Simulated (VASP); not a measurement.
# SnO2 (Cassiterite) (P4_2/mnm) in VASP: a series of runs

The runs below take SnO2 (Cassiterite) through single point, relaxation of shape and atoms at fixed volume, with PBE.

All numbers are computed with VASP 6.6.1; they aren't measurements. Logs are shortened: lines on timing, memory, paths and dates and some standing lists are left out, and cuts for length are marked.

### Step 1. The cell of the first run

It takes space group P4_2/mnm (No. 136, tetragonal). The conventional cell has a = 4.950 Å, b = 4.950 Å, c = 3.265 Å, α = 90.00°, β = 90.00°, γ = 90.00°. Sn (site symmetry mmm) has 6 O at 2.11 to 2.16 Å within 2.8 Å. Within 2.8 Å of O (site symmetry m2m) lie 3 Sn at 2.11 to 2.16 Å and 1 O at 2.68 Å.

### Step 2. Single point, PBE (volume scaled by 1.06, then relaxed in part)

INCAR reads:

```
SYSTEM = SnO2
  PREC = Accurate
  ENCUT = 520
  EDIFF = 1E-7
  ISMEAR = 0
  SIGMA = 0.02
  LREAL = .False.
  LASPH = .True.
  NELM = 80
  ALGO = Normal
  ISIF = 2
  LWAVE = .False.
  LCHARG = .False.
  GGA = PE
  NBANDS = 35
```

KPOINTS reads:

```
Automatic mesh
0
Gamma
  6 6 8
  0 0 0
```

POSCAR reads:

```
SnO2
1.0
    4.9499235847      0.0000000000      0.0000000000
    0.0000000000      4.9499235847      0.0000000000
    0.0000000000      0.0000000000      3.2645633037
Sn O
2 4
Direct
    0.0000000000      0.0000000000      0.0000000000
    0.5000000000      0.5000000000      0.5000000000
    0.3083268571      0.3083268571      0.0000000000
    0.1916731429      0.8083268571      0.5000000000
    0.6916731429      0.6916731429      0.0000000000
    0.8083268571      0.1916731429      0.5000000000
```

Potentials or basis: VASP PAW PBE potentials, release 64 (Sn_d, O).

Run with:

```console
$ cat potpaw_PBE.64/Sn_d/POTCAR potpaw_PBE.64/O/POTCAR > POTCAR
$ mpirun -np 1 vasp_std > vasp.out
```

OUTCAR:

```text
SYSTEM = SnO2
   PREC = Accurate
   ENCUT = 520
   EDIFF = 1E-7
   ISMEAR = 0
   LREAL = .False.
   LASPH = .True.
   NELM = 80
   ISIF = 2
   GGA = PE

 ion  position               nearest neighbor table
   1  0.000  0.000  0.000-   4 2.11   6 2.11   4 2.11   6 2.11   5 2.16   3 2.16
   2  0.500  0.500  0.500-   3 2.11   5 2.11   3 2.11   5 2.11   4 2.16   6 2.16
   3  0.308  0.308  0.000-   2 2.11   2 2.11   1 2.16
   4  0.192  0.808  0.500-   1 2.11   1 2.11   2 2.16
   5  0.692  0.692  0.000-   2 2.11   2 2.11   1 2.16
   6  0.808  0.192  0.500-   1 2.11   1 2.11   2 2.16

  LATTYP: Found a simple tetragonal cell.
 ALAT       =     4.9499235847
 C/A-ratio  =     0.6595179194

  Lattice vectors:

 A1 = (   4.9499235847,   0.0000000000,   0.0000000000)
 A2 = (   0.0000000000,   4.9499235847,   0.0000000000)
 A3 = (   0.0000000000,   0.0000000000,   3.2645633037)

Analysis of symmetry for initial positions (statically):
=====================================================================
 Subroutine PRICEL returns:
 Original cell was already a primitive cell.

 Routine SETGRP: Setting up the symmetry group for a
 simple tetragonal supercell.

 Subroutine GETGRP returns: Found 16 space group operations
 (whereof  8 operations were pure point group operations)
 out of a pool of 16 trial point group operations.

The static configuration has the point symmetry D_2h.
 The point group associated with its full space group is D_4h.

Analysis of symmetry for dynamics (positions and initial velocities):
=====================================================================
 Subroutine PRICEL returns:
 Original cell was already a primitive cell.

 Routine SETGRP: Setting up the symmetry group for a
 simple tetragonal supercell.

 Subroutine GETGRP returns: Found 16 space group operations
 (whereof  8 operations were pure point group operations)
 out of a pool of 16 trial point group operations.

The dynamic configuration has the point symmetry D_2h.
 The point group associated with its full space group is D_4h.

 Subroutine INISYM returns: Found 16 space group operations
 (whereof  8 operations are pure point group operations),
 and found     1 'primitive' translations

----------------------------------------------------------------------------------------

                                     Primitive cell

  volume of cell :      79.9875

  direct lattice vectors                    reciprocal lattice vectors
     4.949923585  0.000000000  0.000000000     0.202023321  0.000000000  0.000000000
     0.000000000  4.949923585  0.000000000     0.000000000  0.202023321  0.000000000
     0.000000000  0.000000000  3.264563304     0.000000000  0.000000000  0.306319684

  length of vectors
     4.949923585  4.949923585  3.264563304     0.202023321  0.202023321  0.306319684

  position of ions in fractional coordinates (direct lattice)
     0.000000000  0.000000000  0.000000000
     0.500000000  0.500000000  0.500000000
     0.308326857  0.308326857  0.000000000
     0.191673143  0.808326857  0.500000000
     0.691673143  0.691673143  0.000000000
     0.808326857  0.191673143  0.500000000

  ion indices of the primitive-cell ions
   primitive index   ion index
                 1           1
                 2           2
                 3           3
                 4           4
                 5           5
                 6           6

----------------------------------------------------------------------------------------

 KPOINTS: Automatic mesh

Automatic generation of k-mesh.
 Grid dimensions read from file:
 generate k-points for:    6    6    8

 Generating k-lattice:

  Cartesian coordinates                     Fractional coordinates (reciprocal lattice)
     0.033670553  0.000000000  0.000000000     0.166666667  0.000000000  0.000000000
     0.000000000  0.033670553  0.000000000     0.000000000  0.166666667  0.000000000
     0.000000000  0.000000000  0.038289961     0.000000000  0.000000000  0.125000000

  Length of vectors
     0.033670553  0.033670553  0.038289961

  Shift w.r.t. Gamma in fractional coordinates (k-lattice)
     0.000000000  0.000000000  0.000000000

 Subroutine IBZKPT returns following result:
 ===========================================

 Found     50 irreducible k-points:

 Following reciprocal coordinates:
            Coordinates               Weight
  0.000000  0.000000  0.000000      1.000000
  0.166667  0.000000  0.000000      4.000000
  0.333333  0.000000  0.000000      4.000000
  0.500000  0.000000  0.000000      2.000000
  0.166667  0.166667  0.000000      4.000000
  0.333333  0.166667  0.000000      8.000000
[... 16 lines left out ...]
  0.333333  0.000000  0.250000      8.000000
  0.500000  0.000000  0.250000      4.000000
 [... further k-points ...]
   k-points           NKPTS =     50   k-points in BZ     NKDIM =     50   number of bands    NBANDS=     35
   number of dos      NEDOS =    301   number of ions     NIONS =      6
   total plane-waves  NPLWV =  38400
   dimension x,y,z NGX =    40 NGY =   40 NGZ =   24
   dimension x,y,z NGXF=    80 NGYF=   80 NGZF=   48
   ions per type =               2   4
   NGX,Y,Z   is equivalent  to a cutoff of  13.43, 13.43, 12.22 a.u.
   NGXF,Y,Z  is equivalent  to a cutoff of  26.87, 26.87, 24.44 a.u.
 SYSTEM =  SnO2
   PREC   = accura    normal or accurate (medium, high low for compatibility)
   ISTART =      0    job   : 0-new  1-cont  2-samecut
   ICHARG =      2    charge: 1-file 2-atom 10-const
   ISPIN  =      1    spin polarized calculation?
   LNONCOLLINEAR =      F non collinear calculations
   LSORBIT =      F    spin-orbit coupling
   LASPH  =      T    aspherical Exc in radial PAW
   ENCUT  =  520.0 eV  38.22 Ry    6.18 a.u.   9.20  9.20  6.07*2*pi/ulx,y,z
   NELM   =     80;   NELMIN=  2; NELMDL= -5     # of ELM steps
   EDIFF  = 0.1E-06   stopping-criterion for ELM
   LREAL  =      F    real-space projection
   EDIFFG = 0.1E-05   stopping-criterion for IOM
   NSW    =      0    number of steps for IOM
   IBRION =     -1    ionic relax: 0-MD 1-quasi-New 2-CG
   NFREE  =      0    steps in history (QN), initial steepest desc. (CG)
   ISIF   =      2    stress and relaxation
   ISYM   =      2    0-nonsym 1-usesym 2-fastsym
   POTIM  = 0.5000    time-step for ionic-motion
   TEBEG  =    0.0;   TEEND  =   0.0 temperature during run
   PSTRESS=    0.0 pullay stress
   NELECT =      52.0000    total number of electrons
   NUPDOWN=      -1.0000    fix difference up-down
   EMIN   =  10.00;   EMAX   =-10.00  energy-range for DOS
   EFERMI =   0.00;   METHOD = LEGACY
   ISMEAR =     0;   SIGMA  =   0.02  broadening in eV -4-tet -1-fermi 0-gaus
   EFERMI_NEDOS =   21; number of points for ismear=-14 and -15
   IALGO  =     38    algorithm
   IMIX   =      4    mixing-type and parameters
     AMIX     =   0.40;   BMIX     =  1.00
     AMIX_MAG =   1.60;   BMIX_MAG =  1.00
  volume/ion in A,a.u.               =      13.33        89.96
  Fermi-wavevector in a.u.,A,eV,Ry     =   1.418193  2.679996 27.364998  2.011271
  Thomas-Fermi vector in A             =   2.539344
   LORBIT       =      0    0 simple, 1 ext, 2 COOP (PROOUT), +10 PAW based schemes
   GGA     = PE    functional components
   LHFCALC =     F    Hartree Fock is set to
   AEXX    =    0.0000 exact exchange contribution
   IVDW    =     0    specifies the selected vdW correction
   LEPSILON=     F    determine dielectric tensor
   LRPA    =     F    only Hartree local field effects (RPA)
 non-spin polarized calculation
 Gauss-broadening in eV      SIGMA  =   0.02
  energy-cutoff  :      520.00
  volume of cell :       79.99
 maximum number of plane-waves:      2180
 NGX is ok and might be reduce to    40
   NGX = 19   NGY = 19   NGZ = 13

 number of electron      51.9999988 magnetization

 Free energy of the ion-electron system (eV)
  ---------------------------------------------------
  ext. energy  EPLUGINS =         0.00000000
  ---------------------------------------------------
  free energy    TOTEN  =       -37.20601008 eV

  energy without entropy =      -37.20601008  energy(sigma->0) =      -37.20601008

 E-fermi :   4.9903     XC(G=0): -10.6640

 val. band max:        4.8781852191   @ k =   0.0000   0.0000   0.0000
 cond. band min:       5.0697506566   @ k =   0.0000   0.0000   0.0000
 fundamental gap:      0.1915654375
 Fermi energy:         4.9903157194

 k-point     1 :       0.0000    0.0000    0.0000
  band No.  band energies     occupation
      1     -16.1016      2.00000
      2     -15.5871      2.00000
      3     -15.4096      2.00000
      4     -15.3828      2.00000
      5     -15.3828      2.00000
      6     -15.3215      2.00000
[... 27 lines left out ...]
     34      15.5373      0.00000
     35      16.7062      0.00000

 k-point     2 :       0.1667    0.0000    0.0000
  band No.  band energies     occupation
      1     -16.0711      2.00000
      2     -15.6192      2.00000
      3     -15.4083      2.00000
      4     -15.3817      2.00000
      5     -15.3816      2.00000
      6     -15.3420      2.00000
[... 27 lines left out ...]
     34      15.8292      0.00000
     35      16.7043      0.00000

 k-point     3 :       0.3333    0.0000    0.0000
  band No.  band energies     occupation
      1     -15.9839      2.00000
      2     -15.7178      2.00000
      3     -15.4037      2.00000
      4     -15.3795      2.00000
      5     -15.3794      2.00000
      6     -15.3747      2.00000
[... 27 lines left out ...]
     34      16.4367      0.00000
     35      16.7380      0.00000
[... 723 lines left out ...]
 k-point    23 :       0.3333    0.0000    0.2500
  band No.  band energies     occupation
      1     -15.8930      2.00000
      2     -15.8035      2.00000
      3     -15.5882      2.00000
      4     -15.4442      2.00000
      5     -15.3300      2.00000
      6     -15.3229      2.00000
[... 27 lines left out ...]
     34      16.3145      0.00000
     35      16.7997      0.00000

 k-point    24 :       0.5000    0.0000    0.2500
  band No.  band energies     occupation
      1     -15.8623      2.00000
      2     -15.8623      2.00000
      3     -15.5048      2.00000
      4     -15.5048      2.00000
      5     -15.3266      2.00000
      6     -15.3266      2.00000
[... 27 lines left out ...]
     34      16.2929      0.00000
     35      16.8362      0.00000

 [... further k-points ...]
[... 5 lines left out ...]
  --------------------------------------------------------------------------------------
  -------------------------------------------------------------------------------------
  Total       -3.8888754     -3.8888754     -3.7780929      0.0000000      0.0000000      0.0000000
  in kB      -77.8955291    -77.8955291    -75.6765162      0.0000000      0.0000000      0.0000000
  external PRESSURE =     -77.1558582 kB  Pullay stress =       0.0000000 kB

 VOLUME and BASIS-vectors are now :
 -----------------------------------------------------------------------------
  energy-cutoff  :      520.00
  volume of cell :       79.99
      direct lattice vectors                 reciprocal lattice vectors
     4.949923585  0.000000000  0.000000000     0.202023321  0.000000000  0.000000000
     0.000000000  4.949923585  0.000000000     0.000000000  0.202023321  0.000000000
     0.000000000  0.000000000  3.264563304     0.000000000  0.000000000  0.306319684

 POSITION                                       TOTAL-FORCE (eV/Angst)
 -----------------------------------------------------------------------------------
      0.00000      0.00000      0.00000         0.000000     -0.000000      0.000000
      2.47496      2.47496      1.63228         0.000000     -0.000000      0.000000
      1.52619      1.52619      0.00000        -0.016067     -0.016067      0.000000
      0.94877      4.00116      1.63228         0.016067     -0.016067      0.000000
      3.42373      3.42373      0.00000         0.016067      0.016067     -0.000000
      4.00116      0.94877      1.63228        -0.016067      0.016067     -0.000000
 -----------------------------------------------------------------------------------
    total drift:                                0.000000     -0.000000     -0.000000

  FREE ENERGIE OF THE ION-ELECTRON SYSTEM (eV)
  ---------------------------------------------------
  free  energy   TOTEN  =       -37.2060100761 eV

  energy  without entropy=      -37.2060100761  energy(sigma->0) =      -37.20601008
```

Wall time 46 s (1 thread of Intel Xeon 6975P-C (Granite Rapids), shared host); peak memory 0.25 GiB.

What came out:

```
Free energy            : -37.2060 eV
Pressure               : -7.7 GPa
Largest force          : 0.023 eV/Å
Band gap on the k mesh : 0.19 eV, direct
```

Forces in eV/Å, atoms in the order of the input:
```
Sn   0.000  0.000  0.000
Sn   0.000  0.000  0.000
O   -0.016 -0.016  0.000
O    0.016 -0.016  0.000
O    0.016  0.016  0.000
O   -0.016  0.016  0.000
```

Stress tensor (GPa, compression positive):
```
-7.79  0.00  0.00
 0.00 -7.79  0.00
 0.00  0.00 -7.57
```

Caveat: the cell differs from its parent crystal (volume scaled by 1.06, then relaxed in part); spin-orbit coupling is left out, which moves the levels of the heavy elements.

### Step 3. Relaxation of shape and atoms at fixed volume, PBE (volume scaled by 1.10)

INCAR reads:

```
PREC = Accurate ; ENCUT = 600
EDIFF = 1E-6 ; ISMEAR = 0
SIGMA = 0.02 ; LREAL = F
LASPH = T ; NELM = 60
ALGO = Normal ; ISIF = 4
LWAVE = F ; LCHARG = F
GGA = PE ; IBRION = 2
NSW = 50 ; EDIFFG = -0.01
```

KPOINTS reads:

```
regular mesh
0
Gamma
  6 6 8
```

Changes to POSCAR since step 2:

```diff
@@ -2,5 +2,5 @@
 1.0
-    4.9499235847      0.0000000000      0.0000000000
-    0.0000000000      4.9499235847      0.0000000000
-    0.0000000000      0.0000000000      3.2645633037
+    5.0114196067      0.0000000000      0.0000000000
+    0.0000000000      5.0114196067      0.0000000000
+    0.0000000000      0.0000000000      3.3051210322
 Sn O
```

Potentials or basis: VASP PAW PBE potentials, release 64 (Sn_d, O).

Run with:

```console
$ cat potpaw_PBE.64/Sn_d/POTCAR potpaw_PBE.64/O/POTCAR > POTCAR
$ mpirun -np 1 vasp_std > vasp.out
```

Run time: 1.9 min. Hardware: 1 thread of Intel Xeon 6975P-C (Granite Rapids), shared host; peak memory 0.28 GiB.

The run converged. Its results:

- Free energy: -37.0335 eV
- Energy gained by relaxing: 1.0 meV/atom
- Ionic steps: 3
- Pressure after relaxing: -11.7 GPa
- Largest force after relaxing: 0.004 eV/Å

Forces in eV/Å, atoms in the order of the input:
```
Sn   0.000  0.000  0.000
Sn   0.000  0.000  0.000
O    0.003  0.003  0.000
O   -0.003  0.003  0.000
O   -0.003 -0.003  0.000
O    0.003 -0.003  0.000
```

Stress tensor (GPa, compression positive):
```
-11.67   0.00   0.00
  0.00 -11.67   0.00
  0.00   0.00 -11.78
```

Step by step:
```tsv
step	energy change (eV)	largest force (eV/Å)	pressure (GPa)	volume (Å³)
1	0.0000	0.1222	-12.40	83.01
2	-0.0049	0.0481	-11.99	83.01
3	-0.0059	0.0042	-11.70	83.01
```

Final structure:
```yaml
crystal:
  lattice:
    - [5.03009, 0.00000, 0.00000]
    - [0.00000, 5.03009, 0.00000]
    - [0.00000, 0.00000, 3.28063]
  atoms:
    - { symbol: Sn, position: [0.00000, 0.00000, 0.00000] }
    - { symbol: Sn, position: [0.50000, 0.50000, 0.50000] }
    - { symbol: O, position: [0.30964, 0.30964, 0.00000] }
    - { symbol: O, position: [0.19036, 0.80964, 0.50000] }
    - { symbol: O, position: [0.69036, 0.69036, 0.00000] }
    - { symbol: O, position: [0.80964, 0.19036, 0.50000] }
```

Levels at points of the mesh, in eV from the Fermi level:
| k point | band 24 | band 25 | band 26 | band 27 | band 28 | band 29 |
| --- | --- | --- | --- | --- | --- | --- |
| (0.00, 0.00, 0.00) | -0.66 | -0.66 | -0.02 | 0.02 | 4.97 | 5.79 |
| (0.50, 0.00, 0.00) | -1.14 | -0.56 | -0.56 | 3.05 | 3.05 | 6.47 |
| (0.50, 0.50, 0.00) | -1.23 | -0.77 | -0.77 | 3.41 | 3.41 | 6.64 |
| (0.00, 0.00, 0.50) | -1.25 | -1.04 | -1.04 | 4.72 | 4.72 | 8.71 |
| (0.50, 0.00, 0.50) | -0.86 | -0.79 | -0.79 | 4.93 | 4.93 | 6.78 |
| (0.50, 0.50, 0.50) | -0.85 | -0.68 | -0.68 | 3.69 | 3.69 | 7.96 |

Caveat: the cell differs from its parent crystal (volume scaled by 1.10); spin-orbit coupling is left out, which moves the levels of the heavy elements.
